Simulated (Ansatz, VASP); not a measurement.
One calculation of Ca2AlO2, two programs

```xyz
5
Lattice="4.0185 0.0000 0.0000 0.0000 4.0185 0.0000 0.0000 0.0000 5.5594" Properties=species:S:1:pos:R:3 pbc="T T T"
Ca    0.0000    0.0000    2.7797
Ca    2.0093    2.0093    2.7797
Al    2.0093    2.0093    0.0000
O     0.0000    2.0093    0.0000
O     2.0093    0.0000    0.0000
```

Alike in both runs: functional PBE; k mesh 10 × 10 × 8; occupations gaussian, width 0.1 eV; no spin polarisation.

Ansatz relaxed the structure, and its values are those at the end. VASP's run is a single point on that final structure, the one shown.

```csv
,VASP,Ansatz
version,VASP 6.6.1,Ansatz 0.2.0
potentials or method,"VASP PAW PBE potentials, release 64 (Ca_sv, Al, O), cutoff 520 eV","scalar-relativistic, plane waves, PAW"
valence electrons in the cell,35,35
```

|  | VASP | Ansatz | Ansatz less VASP |
| --- | --- | --- | --- |
| gap on the k mesh at the Fermi level (eV) | none | none | - |
| pressure (GPa) | 0.0 | 0.0 | -0.02 |

A gap of «none» marks a metal or a gap that the smearing closes. The functional is the same, so the differences come from potentials, cutoffs and numerics.
